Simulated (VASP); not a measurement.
Set up this calculation in VASP 6.6.1, as the native input.

- Task: single point
- Functional: PBEsol
- Potentials or basis: VASP PAW PBE potentials, release 64 (Ti_sv, Al)
- Cutoff: 520 eV
- k mesh: 10 × 10 × 4
- Occupations: fermi-dirac, width 0.15 eV
- Spin: no spin polarisation
- Dipole correction: no
- Further INCAR settings: ALGO = Fast; EDIFF = 1e-07; NBANDS = 36

The structure of Ti3Al5 lies in POSCAR:

```
Ti3Al5
1.0
    3.9205668573      0.0000000000      0.0000000000
    0.0000000000      3.9205668573      0.0000000000
    0.0000000000      0.0000000000      8.3154287739
Ti Al
3 5
Direct
    0.0000000000      0.0000000000      0.5000000000
    0.5000000000      0.5000000000      0.0000000000
    0.5000000000      0.5000000000      0.5000000000
    0.0000000000      0.5000000000      0.2526656561
    0.0000000000      0.5000000000      0.7473343439
    0.5000000000      0.0000000000      0.2526656561
    0.5000000000      0.0000000000      0.7473343439
    0.0000000000      0.0000000000      0.0000000000
```

This cell differs from its parent crystal: volume scaled by 1.02, then relaxed in part.

One way to write it, as run:

INCAR

```
SYSTEM = Ti3Al5
  PREC = Accurate
  ENCUT = 520
  EDIFF = 1E-7
  ISMEAR = -1
  SIGMA = 0.15
  LREAL = .FALSE.
  LASPH = .TRUE.
  NELM = 80
  ALGO = Fast
  ISIF = 2
  LWAVE = .FALSE.
  LCHARG = .FALSE.
  GGA = PS
  NBANDS = 36
```

KPOINTS

```
Automatic mesh
0
G
  10 10 4
  0 0 0
```

Potentials or basis: VASP PAW PBE potentials, release 64 (Ti_sv, Al).

Run with:

```console
$ cat potpaw_PBE.64/Ti_sv/POTCAR potpaw_PBE.64/Al/POTCAR > POTCAR
$ mpirun -np 1 vasp_std > vasp.out
```

Results of the run:

```
Pressure : -2.1 GPa
```

Caveat: the PAW data sets were made with another functional, which shifts forces and pressure a little.

Run time: 10 min on 1 thread of AMD EPYC 9R45 96-Core Processor (Zen 5) (shared host), peak memory 0.35 GiB.
